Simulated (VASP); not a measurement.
**LiF: single point with PBEsol**

Crystal: LiF.

```
Li F
1.0
     2.01398    2.01398    0.00000
    -2.01398    2.01398    0.00000
     0.00000    2.01398    1.99795
Li F
1 1
Direct
  0.00000 0.00000 0.00000
  0.50000 0.50000 0.00000
```

This cell differs from its parent crystal: in-plane strain +0.005.

```
Program                : VASP 6.6.1
Task                   : single point
Functional             : PBEsol
Potentials or basis    : VASP PAW PBE potentials, release 64 (Li_sv, F)
Cutoff                 : 750 eV
k mesh                 : 10 × 10 × 10
Occupations            : gaussian, width 0.01 eV
Spin                   : no spin polarisation
Dipole correction      : no
Further INCAR settings : ALGO = Normal; EDIFF = 1e-06; NBANDS = 12
```

```
Pressure               : -0.9 GPa
Band gap on the k mesh : 8.97 eV
```

Stress tensor (GPa, compression positive):
```
-1.11  0.00  0.00
 0.00 -1.11  0.00
 0.00  0.00 -0.46
```

Levels at points of the mesh, in eV from the valence-band top:
```
           k point  band 2  band 3  band 4  band 5  band 6  band 7  band 8  band 9
(0.00, 0.00, 0.00)  -19.89   -0.02    0.00    0.00    8.97   23.87   23.87   24.06
(0.50, 0.00, 0.00)  -19.44   -2.59   -0.25   -0.23   10.61   16.63   18.74   18.88
(0.50, 0.50, 0.00)  -19.17   -3.10   -1.05   -1.00   14.65   16.27   17.40   20.15
(0.00, 0.00, 0.50)  -19.16   -3.10   -1.05   -1.05   14.80   16.16   17.42   20.10
```

It took 53 s on 1 thread of Intel Xeon 8259CL, on a shared host, peak memory 0.16 GiB.

Caveat: the cell differs from its parent crystal (in-plane strain +0.005); the PAW data sets were made with another functional, which shifts forces and pressure a little. A k mesh can miss the band edges.
